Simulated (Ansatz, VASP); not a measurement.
As in VASP and in Ansatz

The input POSCAR:

```
As
1.0
    1.8715484932     -5.8488301556      0.0000000000
    1.8715484932      5.8488301556      0.0000000000
    0.0000000000      0.0000000000      4.8580621956
As
4
Direct
    0.1042544959      0.8957455041      0.9264712218
    0.6042544959      0.3957455041      0.5735287782
    0.8957455041      0.1042544959      0.0735287782
    0.3957455041      0.6042544959      0.4264712218
```

File INCAR.step1:

```
SYSTEM = As
  PREC = Accurate
  ENCUT = 520
  ISMEAR = -1
  SIGMA = 0.1
  LREAL = .False.
  LASPH = .True.
  NELM = 60
  NBANDS = 18
  GGA = PE
  ALGO = Normal
  EDIFF = 1E-4
  LWAVE = .True.
  LCHARG = .False.
```

Contents of INCAR.step2:

```
SYSTEM = As
  PREC = Accurate
  ENCUT = 520
  EDIFF = 1E-6
  ISMEAR = -1
  SIGMA = 0.1
  LREAL = .False.
  LASPH = .True.
  NELM = 60
  ALGO = Normal
  ISIF = 2
  LWAVE = .False.
  LCHARG = .False.
  METAGGA = R2SCAN
  LMIXTAU = .True.
  NBANDS = 18
  ISTART = 1
```

File KPOINTS:

```
Automatic mesh
0
Gamma
  10 10 8
  0 0 0
```

Input for Ansatz:

```yaml
crystal:
  lattice:
    - [1.8715484932, -5.8488301556, 0.0]
    - [1.8715484932, 5.8488301556, 0.0]
    - [0.0, 0.0, 4.8580621956]
  atoms:
    - { symbol: As, position: [0.1042544959, 0.8957455041, 0.9264712218] }
    - { symbol: As, position: [0.6042544959, 0.3957455041, 0.5735287782] }
    - { symbol: As, position: [0.8957455041, 0.1042544959, 0.0735287782] }
    - { symbol: As, position: [0.3957455041, 0.6042544959, 0.4264712218] }
hamiltonian:
  xc: r2scan
  pseudopotentials:
    kind: paw
    azcp:
      As: "pseudopotentials/As.paw.azcp"
basis:
  ecutwfc: 500
  fft_grid_basis: typed
kpoints:
  mp_grid: { grid: [10, 10, 8], shift: [0, 0, 0] }
magnetization:
  spin_polarized: false
scf:
  occupations: { method: fermi_dirac, width: 0.1 }
  lower_state_search: "off"
output:
  stress: true
  write_density: true
  write_potential: true
  elf: true
  volumetric_format: npy
```

Alike in both runs: task single point; functional r2SCAN; k mesh 10 × 10 × 8; occupations fermi-dirac, width 0.1 eV; no spin polarisation.

```csv
,VASP,Ansatz
version,VASP 6.6.1,Ansatz 0.2.0
potentials or method,"VASP PAW PBE potentials, release 64 (As), cutoff 520 eV","plane waves (500 eV) with PAW, scalar-relativistic"
valence electrons in the cell,20,60
```

Ansatz gave:

* pressure (GPa): -4.1
* traceless stress, the component that is largest in VASP (GPa): -0.55

**Question.** Which values does VASP return?

**Answer.** Pressure (GPa): -4.1; traceless stress, the component that is largest in VASP (GPa): -0.58.

VASP's potentials were made for PBE, not for r2SCAN. VASP's potentials hold 20 valence electrons a cell and Ansatz's 60, so a difference there can come from the potentials and not from the codes.
